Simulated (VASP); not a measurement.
Wanted: the native input for a VASP 6.6.1 run.

| Item | Value |
| --- | --- |
| Task | single point |
| Functional | PBE |
| Potentials or basis | VASP PAW PBE potentials, release 64 (In_d, As) |
| Cutoff | 520 eV |
| k mesh | 16 × 16 × 16 |
| Occupations | gaussian, width 0.15 eV |
| Spin | no spin polarisation |
| Dipole correction | no |
| Further INCAR settings | ALGO = Normal; EDIFF = 1e-07; NBANDS = 16 |

The structure of InAs lies in POSCAR:

```
InAs
1.0
    0.0000000000      3.1397803528      3.0469789630
    3.1397803528      0.0000000000      3.0469789630
    3.1397803528      3.1397803528      0.0000000000
In As
1 1
Direct
    0.0000000000      0.0000000000      0.0000000000
    0.7500000000      0.7500000000      0.7500000000
```

This cell differs from its parent crystal: strain +0.015 along x and y, -0.015 along z.

The input as run:

INCAR

```
SYSTEM = InAs
ALGO = Normal ; EDIFF = 1E-7
ENCUT = 520 ; GGA = PE
ISIF = 2 ; ISMEAR = 0
LASPH = .True. ; LCHARG = .True.
LELF = .True. ; LREAL = .False.
LVHAR = .True. ; LWAVE = .False.
NBANDS = 16 ; NELM = 80
PREC = Accurate ; SIGMA = 0.15
```

KPOINTS

```
k-points
0
Gamma
  16 16 16
  0 0 0
```

Potentials or basis: VASP PAW PBE potentials, release 64 (In_d, As).

Command:

```console
$ cat potpaw_PBE.64/In_d/POTCAR potpaw_PBE.64/As/POTCAR > POTCAR
$ mpirun -np 1 vasp_std > vasp.out
```

It gave:

* Pressure: -0.7 GPa

Caveat: the cell differs from its parent crystal (strain +0.015 along x and y, -0.015 along z).

Run time: 5.2 min on 1 thread of Intel(R) Xeon(R) Platinum 8488C (Sapphire Rapids) (shared host), peak memory 0.48 GiB.
